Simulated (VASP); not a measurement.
A run of VASP 6.6.1 is set up as follows.

The input INCAR:

```
PREC = Accurate
ENCUT = 520
EDIFF = 1E-6
ISMEAR = -1
SIGMA = 0.1379
LREAL = Auto
LASPH = True
NELM = 80
ALGO = Normal
ISIF = 2
LWAVE = False
LCHARG = False
GGA = PE
NBANDS = 92
ISYM = 0
```

The input KPOINTS:

```
Automatic mesh
0
Gamma
  1 1 1
  0.25 0.25 0.25
```

Contents of POSCAR:

```
Ti7C8N7
1.0
    6.0763510000      0.0252470000     -0.0498070000
    0.0252470000      5.7832080000     -0.0553630000
   -0.0498070000     -0.0553630000      6.0055170000
C Ti N
8 7 7
Direct
    0.7390343774      0.4242431988      0.7060683471
    0.9881260538      0.2885580111      0.4789880757
    0.6467761526      0.7613038387      0.2125717144
    0.8931231628      0.0947334686      0.9376304345
    0.3546533338      0.1874999636      0.3882777751
    0.1123803440      0.4845427862      0.4831382660
    0.3293695831      0.4305333254      0.3785987996
    0.1372816325      0.0944756995      0.4467165848
    0.9384731649      0.6002826583      0.1372234866
    0.1567711203      0.8668170903      0.7864734866
    0.5732217355      0.8283043889      0.9015533335
    0.7306878239      0.8985912011      0.5140526741
    0.2640567192      0.3252552030      0.7660374580
    0.5271752713      0.3655029815      0.1514614579
    0.3312003514      0.8020045680      0.2918022669
    0.7565438358      0.2788539469      0.5145284527
    0.4410661850      0.8174798174      0.5791127256
    0.2458865064      0.6757504150      1.0001282886
    0.9094014205      0.2754290885      0.0274256383
    0.5647629639      0.4503797382      0.8431493113
    0.8665337599      0.6206355740      0.7527950873
    0.3420338879      0.1055654571     -0.0444281313
```

Potentials or basis: VASP PAW PBE potentials, release 64 (C, Ti_sv, N).

Run with:

```bash
$ cat potpaw_PBE.64/C/POTCAR potpaw_PBE.64/Ti_sv/POTCAR potpaw_PBE.64/N/POTCAR > POTCAR
$ mpirun -np 1 vasp_std > vasp.out
```

Estimate the pressure.

14.4 GPa.

Estimate the largest force.

6.762 eV/Å.

Predict the band gap on the k mesh.

zero (an odd number of electrons rules out a gap without spin polarisation).

Forces on the atoms (eV/Å):
```
C   -1.904  2.758 -0.329
C    0.190 -1.378 -1.161
C    2.144 -1.114  1.089
C   -0.604 -6.136 -2.777
C   -1.898 -0.771 -0.130
C    1.520  4.509 -3.894
C   -3.165  0.154  3.495
C   -0.429 -0.713  0.850
Ti   0.707 -0.503 -0.843
Ti  -1.843  0.024 -3.187
Ti  -0.281 -1.402 -0.232
Ti   0.623 -0.034 -1.566
Ti  -0.368  2.584 -0.346
Ti   2.193 -1.338 -1.380
Ti  -0.521  1.496  0.536
N    1.695  0.462  2.306
N    1.155  0.378  4.516
N   -0.148 -3.144  1.132
N    0.434  5.063  3.564
N   -0.503 -0.555 -2.847
N   -0.706  1.574  0.209
N    1.711 -1.914  0.995
```

Caveat: the k points lie up to 1.09 Å⁻¹ apart, too coarse for converged energies and pressures of a metal; the atoms stand as in a frame of molecular dynamics; an odd number of electrons without spin polarisation forces a metal; a magnetic or distorted state may lie lower.
